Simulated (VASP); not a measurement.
Here is a VASP 6.6.1 calculation.

Contents of INCAR:

```
  ALGO = Normal
  EDIFF = 1E-7
  EDIFFG = -0.005
  ENCUT = 600
  GGA = PE
  IBRION = 2
  ISIF = 3
  ISMEAR = -1
  LASPH = True
  LCHARG = False
  LREAL = False
  LWAVE = False
  NELM = 100
  NSW = 32
  PREC = Accurate
  PSTRESS = 550.0
  SIGMA = 0.1
```

Contents of KPOINTS:

```
k-points
0
Gamma
  16 16 9
```

The input POSCAR:

```
Au
1.0
    2.7248034852      0.0000000000      0.0000000000
   -1.3624017426      2.3597490385      0.0000000000
    0.0000000000      0.0000000000      4.5204023536
Au
2
Direct
    0.3333333333      0.6666666667      0.2500000000
    0.6666666667      0.3333333333      0.7500000000
```

Potentials or basis: VASP PAW PBE potentials, release 64 (Au).

Run with:

```console
$ cat potpaw_PBE.64/Au/POTCAR > POTCAR
$ mpirun -np 1 vasp_std > vasp.out
```

Predict the band gap on the k mesh.

zero (bands 11 and 12 overlap by 6.74 eV).

What does it give for the relaxed cell?

a = 2.724 Å, b = 2.724 Å, c = 4.519 Å, α = 90.00°, β = 90.00°, γ = 120.00°.

Estimate the relaxed volume.

14.52 Å³/atom.

Final structure:
```
Au
1.0
     2.72401    0.00000    0.00000
    -1.36200    2.35906    0.00000
     0.00000    0.00000    4.51896
Au
2
Direct
  0.33333 0.66667 0.25000
  0.66667 0.33333 0.75000
```

Caveat: the cell is relaxed towards a set pressure, so the run minimises the enthalpy, not the energy; spin-orbit coupling is left out, which moves the levels of the heavy elements.
